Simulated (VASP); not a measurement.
# SiSe2 (Ibam) in VASP: relaxation of shape and atoms at fixed volume with r2SCAN+rVV10

Aim: the relaxation of shape and atoms at fixed volume of SiSe2 with r2SCAN+rVV10.

All numbers are computed with VASP 6.6.1; they aren't measurements. Logs are shortened: lines on timing, memory, paths and dates and some standing lists are left out, and cuts for length are marked.

**1. The cell of the first run**

Symmetry: Ibam, No. 72, orthorhombic system. Conventional cell: a = 5.922 Å, b = 9.596 Å, c = 5.809 Å, α = 90.00°, β = 90.00°, γ = 90.00°. Si (site symmetry 222) has 4 Se at 2.27 Å and 2 Si at 2.90 Å within 3.0 Å. Within 3.0 Å of Se (site symmetry m) lie 2 Si at 2.27 Å.

**2. Relaxation of shape and atoms at fixed volume, r2SCAN+rVV10 (27.51 Å³/atom)**

POSCAR reads:

```
SiSe2
1.0
   -2.9610983375      4.7980220962      2.9043477564
    2.9610983375     -4.7980220962      2.9043477564
    2.9610983375      4.7980220962     -2.9043477564
Si Se
2 4
Direct
    0.2500000000      0.2500000000      0.0000000000
    0.7500000000      0.7500000000      0.0000000000
    0.1238716029      0.7850858387      0.9089574416
    0.8761283971      0.2149141613      0.0910425584
    0.6238716029      0.7149141613      0.3387857642
    0.3761283971      0.2850858387      0.6612142358
```

INCAR.step1 reads:

```
PREC = Accurate ; ENCUT = 550
ISMEAR = 0 ; SIGMA = 0.05
LREAL = False ; LASPH = True
NELM = 120 ; GGA = PE
ALGO = Normal ; EDIFF = 1E-5
LWAVE = True ; LCHARG = False
GGA_COMPAT = False ; IBRION = 2
ISIF = 3 ; EDIFFG = -0.005
NELMIN = 4 ; NSW = 100
```

INCAR.step2 reads:

```
PREC = Accurate ; ENCUT = 550
EDIFF = 1E-7 ; ISMEAR = 0
SIGMA = 0.05 ; LREAL = False
LASPH = True ; NELM = 120
ALGO = Normal ; ISIF = 4
LWAVE = False ; LCHARG = False
METAGGA = R2SCAN ; LMIXTAU = True
LUSE_VDW = True ; IVDW_NL = 2
BPARAM = 11.95 ; CPARAM = 0.0093
IBRION = 2 ; NSW = 60
EDIFFG = -0.01 ; ISTART = 1
GGA_COMPAT = False ; NELMIN = 4
```

KPOINTS reads:

```
regular mesh
0
Gamma
  6 6 6
```

Potentials or basis: VASP PAW PBE potentials, release 64 (Si, Se).

On the command line:

```
> cat potpaw_PBE.64/Si/POTCAR potpaw_PBE.64/Se/POTCAR > POTCAR
> cp INCAR.step1 INCAR
> mpirun -np 1 vasp_std > vasp.out
> cp INCAR.step2 INCAR
> mpirun -np 1 vasp_std > vasp.out
```

OUTCAR:

```text
PREC = Accurate
   ENCUT = 550
   EDIFF = 1E-7
   ISMEAR = 0
   LREAL = False
   LASPH = True
   NELM = 120
   ISIF = 4
   METAGGA = R2SCAN
   IVDW_NL = 2
   BPARAM = 11.95
   IBRION = 2
   NSW = 60
   EDIFFG = -0.01
   ISTART = 1
   NELMIN = 4

 ion  position               nearest neighbor table
   1  0.250  0.250  0.000-   6 2.27   5 2.27   3 2.27   4 2.27   2 2.90   2 2.90
   2  0.750  0.750  0.000-   5 2.27   6 2.27   3 2.27   4 2.27   1 2.90   1 2.90
   3  0.124  0.785  0.909-   1 2.27   2 2.27
   4  0.876  0.215  0.091-   1 2.27   2 2.27
   5  0.624  0.715  0.339-   2 2.27   1 2.27
   6  0.376  0.285  0.661-   1 2.27   2 2.27

  LATTYP: Found a body centered orthorhombic cell.
 ALAT       =     5.8086955128
 B/A-ratio  =     1.0195398712
 C/A-ratio  =     1.6520136356

  Lattice vectors:

 A1 = (   2.9610983375,   4.7980220962,  -2.9043477564)
 A2 = (  -2.9610983375,   4.7980220962,   2.9043477564)
 A3 = (   2.9610983375,  -4.7980220962,   2.9043477564)

Analysis of symmetry for initial positions (statically):
=====================================================================
 Subroutine PRICEL returns:
 Original cell was already a primitive cell.

 Routine SETGRP: Setting up the symmetry group for a
 body centered orthorhombic supercell.

 Subroutine GETGRP returns: Found  8 space group operations
 (whereof  4 operations were pure point group operations)
 out of a pool of  8 trial point group operations.

The static configuration has the point symmetry C_2h.
 The point group associated with its full space group is D_2h.

Analysis of symmetry for dynamics (positions and initial velocities):
=====================================================================
 Subroutine PRICEL returns:
 Original cell was already a primitive cell.

 Routine SETGRP: Setting up the symmetry group for a
 body centered orthorhombic supercell.

 Subroutine GETGRP returns: Found  8 space group operations
 (whereof  4 operations were pure point group operations)
 out of a pool of  8 trial point group operations.

The dynamic configuration has the point symmetry C_2h.
 The point group associated with its full space group is D_2h.

 Subroutine INISYM returns: Found  8 space group operations
 (whereof  4 operations are pure point group operations),
 and found     1 'primitive' translations

----------------------------------------------------------------------------------------

                                     Primitive cell

  volume of cell :     165.0531

  direct lattice vectors                    reciprocal lattice vectors
    -2.961098338  4.798022096  2.904347756     0.000000000  0.104209608  0.172155693
     2.961098338 -4.798022096  2.904347756     0.168856263  0.000000000  0.172155693
     2.961098338  4.798022096 -2.904347756     0.168856263  0.104209608  0.000000000

  length of vectors
     6.342267362  6.342267362  6.342267362     0.201239223  0.241143153  0.198423990

  position of ions in fractional coordinates (direct lattice)
     0.250000000  0.250000000  0.000000000
     0.750000000  0.750000000  0.000000000
     0.123871603  0.785085839  0.908957442
     0.876128397  0.214914161  0.091042558
     0.623871603  0.714914161  0.338785764
     0.376128397  0.285085839  0.661214236

  ion indices of the primitive-cell ions
   primitive index   ion index
                 1           1
                 2           2
                 3           3
                 4           4
                 5           5
                 6           6

----------------------------------------------------------------------------------------

 KPOINTS: regular mesh

Automatic generation of k-mesh.
 Grid dimensions read from file:
 generate k-points for:    6    6    6

 Generating k-lattice:

  Cartesian coordinates                     Fractional coordinates (reciprocal lattice)
     0.000000000  0.017368268  0.028692615     0.166666667 -0.000000000  0.000000000
     0.028142711  0.000000000  0.028692615     0.000000000  0.166666667  0.000000000
     0.028142711  0.017368268  0.000000000     0.000000000 -0.000000000  0.166666667

  Length of vectors
     0.033539870  0.040190525  0.033070665

  Shift w.r.t. Gamma in fractional coordinates (k-lattice)
     0.000000000  0.000000000  0.000000000

 Subroutine IBZKPT returns following result:
 ===========================================

 Found     46 irreducible k-points:

 Following reciprocal coordinates:
            Coordinates               Weight
  0.000000  0.000000  0.000000      1.000000
  0.166667 -0.000000  0.000000      4.000000
  0.333333  0.000000  0.000000      4.000000
  0.500000  0.000000  0.000000      2.000000
 -0.000000  0.166667  0.000000      4.000000
  0.166667  0.166667  0.000000      8.000000
[... 16 lines left out ...]
 -0.166667  0.166667  0.166667      2.000000
  0.166667  0.333333  0.166667      4.000000
 [... further k-points ...]
   k-points           NKPTS =     46   k-points in BZ     NKDIM =     46   number of bands    NBANDS=     20
   number of dos      NEDOS =    301   number of ions     NIONS =      6
   total plane-waves  NPLWV = 125000
   dimension x,y,z NGX =    50 NGY =   50 NGZ =   50
   dimension x,y,z NGXF=   100 NGYF=  100 NGZF=  100
   ions per type =               2   4
   NGX,Y,Z   is equivalent  to a cutoff of  13.11, 13.11, 13.11 a.u.
   NGXF,Y,Z  is equivalent  to a cutoff of  26.21, 26.21, 26.21 a.u.
 SYSTEM =  unknown system
   PREC   = accura    normal or accurate (medium, high low for compatibility)
   ISTART =      1    job   : 0-new  1-cont  2-samecut
   ICHARG =      0    charge: 1-file 2-atom 10-const
   ISPIN  =      1    spin polarized calculation?
   LNONCOLLINEAR =      F non collinear calculations
   LSORBIT =      F    spin-orbit coupling
   LASPH  =      T    aspherical Exc in radial PAW
   ENCUT  =  550.0 eV  40.42 Ry    6.36 a.u.  12.13 12.13 12.13*2*pi/ulx,y,z
   NELM   =    120;   NELMIN=  4; NELMDL=  0     # of ELM steps
   EDIFF  = 0.1E-06   stopping-criterion for ELM
   LREAL  =      F    real-space projection
   EDIFFG = -.1E-01   stopping-criterion for IOM
   NSW    =     60    number of steps for IOM
   IBRION =      2    ionic relax: 0-MD 1-quasi-New 2-CG
   NFREE  =      1    steps in history (QN), initial steepest desc. (CG)
   ISIF   =      4    stress and relaxation
   ISYM   =      2    0-nonsym 1-usesym 2-fastsym
   POTIM  = 0.5000    time-step for ionic-motion
   TEBEG  =    0.0;   TEEND  =   0.0 temperature during run
   PSTRESS=    0.0 pullay stress
   NELECT =      32.0000    total number of electrons
   NUPDOWN=      -1.0000    fix difference up-down
   EMIN   =  10.00;   EMAX   =-10.00  energy-range for DOS
   EFERMI =   0.00;   METHOD = LEGACY
   ISMEAR =     0;   SIGMA  =   0.05  broadening in eV -4-tet -1-fermi 0-gaus
   EFERMI_NEDOS =   21; number of points for ismear=-14 and -15
   IALGO  =     38    algorithm
   IMIX   =      4    mixing-type and parameters
     AMIX     =   0.40;   BMIX     =  1.00
     AMIX_MAG =   1.60;   BMIX_MAG =  1.00
  volume/ion in A,a.u.               =      27.51       185.64
  Fermi-wavevector in a.u.,A,eV,Ry     =   0.947510  1.790533 12.214962  0.897774
  Thomas-Fermi vector in A             =   2.075610
   LORBIT       =      0    0 simple, 1 ext, 2 COOP (PROOUT), +10 PAW based schemes
   METAGGA = R2SCAN    functional components
   LHFCALC =     F    Hartree Fock is set to
   AEXX    =    0.0000 exact exchange contribution
   IVDW_NL    =     2    kernel type
   BPARAM     =11.9500
   IVDW    =     0    specifies the selected vdW correction
   LEPSILON=     F    determine dielectric tensor
   LRPA    =     F    only Hartree local field effects (RPA)
 conjugate gradient relaxation of ions
 non-spin polarized calculation
 Gauss-broadening in eV      SIGMA  =   0.05
  energy-cutoff  :      550.00
  volume of cell :      165.05
 maximum number of plane-waves:      4863
 NGX is ok and might be reduce to    50
   NGX = 25   NGY = 25   NGZ = 25

--------------------------------------- Ionic step        1  -------------------------------------------

 number of electron      31.9999999 magnetization

 Free energy of the ion-electron system (eV)
  ---------------------------------------------------
  ext. energy  EPLUGINS =         0.00000000
  ---------------------------------------------------
  free energy    TOTEN  =       -76.95152433 eV

  energy without entropy =      -76.95152433  energy(sigma->0) =      -76.95152433

------------------------ aborting loop because EDIFF is reached ----------------------------------------

  FORCE on cell =-STRESS in cart. coord.  units (eV):
  Direction    XX          YY          ZZ          XY          YZ          ZX
  --------------------------------------------------------------------------------------
  -------------------------------------------------------------------------------------
  Total        1.3677864      1.1629908      1.6965360      0.0000000      0.0000000      0.0000000
  in kB       13.2771599     11.2892000     16.4683464      0.0000000      0.0000000      0.0000000
  external PRESSURE =      13.6782354 kB  Pullay stress =       0.0000000 kB
[... 265 lines left out ...]
  energy  without entropy=      -76.9639918355  energy(sigma->0) =      -76.96399184

--------------------------------------- Ionic step        8  -------------------------------------------

 number of electron      31.9999999 magnetization

 Free energy of the ion-electron system (eV)
  ---------------------------------------------------
  ext. energy  EPLUGINS =         0.00000000
  ---------------------------------------------------
  free energy    TOTEN  =       -76.96404068 eV

  energy without entropy =      -76.96404068  energy(sigma->0) =      -76.96404068

 E-fermi :   1.9856     XC(G=0):  -8.8272

 val. band max:        1.7603880910   @ k =  -0.3333   0.3333   0.3333
 cond. band min:       3.7345755788   @ k =   0.5000   0.5000   0.5000
 fundamental gap:      1.9741874878
 Fermi energy:         1.9856343682

 k-point     1 :       0.0000    0.0000    0.0000
  band No.  band energies     occupation
      1     -13.3341      2.00000
      2     -11.3934      2.00000
      3     -11.0371      2.00000
      4     -10.7752      2.00000
      5      -6.0497      2.00000
      6      -4.8726      2.00000
[... 12 lines left out ...]
     19       5.2255      0.00000
[... 513 lines left out ...]
      4     -11.0887      2.00000
      5      -5.0809      2.00000
      6      -5.0809      2.00000
[... 12 lines left out ...]
     19       5.9066      0.00000
     20       5.9066      0.00000

 [... further k-points ...]

------------------------ aborting loop because EDIFF is reached ----------------------------------------

  FORCE on cell =-STRESS in cart. coord.  units (eV):
  Direction    XX          YY          ZZ          XY          YZ          ZX
  --------------------------------------------------------------------------------------
  -------------------------------------------------------------------------------------
  Total        0.2981156      0.2344546      0.2427130      0.0000000      0.0000000      0.0000000
  in kB        2.8938201      2.2758603      2.3560252      0.0000000      0.0000000      0.0000000
  external PRESSURE =       2.5085685 kB  Pullay stress =       0.0000000 kB
[... 21 lines left out ...]
  FREE ENERGIE OF THE ION-ELECTRON SYSTEM (eV)
  ---------------------------------------------------
  free  energy   TOTEN  =       -76.9640406828 eV

  energy  without entropy=      -76.9640406828  energy(sigma->0) =      -76.96404068

 reached required accuracy - stopping structural energy minimisation
```

Wall time 70 min (1 thread of AMD EPYC 9R45 (Zen 5), shared host); peak memory 0.88 GiB.

Results:

```yaml
Free_energy: -76.9640 eV
Energy_gained_by_relaxing: 2.1 meV/atom
Ionic_steps: 8
Pressure_after_relaxing: 0.3 GPa
Largest_force_after_relaxing: 0.007 eV/Å
Band_gap_on_the_k_mesh: 1.97 eV (least direct gap 2.20 eV)
```

Forces in eV/Å, atoms in the order of the input:
```
Si   0.000  0.000  0.000
Si   0.000  0.000  0.000
Se  -0.005 -0.005  0.000
Se   0.005  0.005  0.000
Se   0.005 -0.005  0.000
Se  -0.005  0.005  0.000
```

Step by step:
| step | energy change (eV) | largest force (eV/Å) | pressure (GPa) | volume (Å³) |
| --- | --- | --- | --- | --- |
| 1 | 0.0000 | 0.3175 | 1.37 | 165.05 |
| 2 | -0.0119 | 0.0449 | 0.46 | 165.05 |
| 3 | -0.0122 | 0.0147 | 0.27 | 165.05 |
| 4 | -0.0122 | 0.0109 | 0.30 | 165.05 |
| 5 | -0.0124 | 0.0096 | 0.28 | 165.05 |
| 6 | -0.0125 | 0.0108 | 0.27 | 165.05 |
| 7 | -0.0125 | 0.0107 | 0.27 | 165.05 |
| 8 | -0.0125 | 0.0073 | 0.25 | 165.05 |

Final structure:
```
Si Se
1.0
    -2.95890    4.77750    2.91898
     2.95890   -4.77750    2.91898
     2.95890    4.77750   -2.91898
Si Se
2 4
Cartesian
  2.9589 4.7775 -1.4595
  2.9589 4.7775 1.4595
  4.6315 1.1943 0.0000
  -1.6726 3.5832 2.9190
  1.2863 1.1943 2.9190
  1.6726 3.5832 0.0000
```

Caveat: the PAW data sets were made with another functional, which shifts forces and pressure a little. r2SCAN opens gaps a little over a GGA but as a rule still falls short of measured ones.
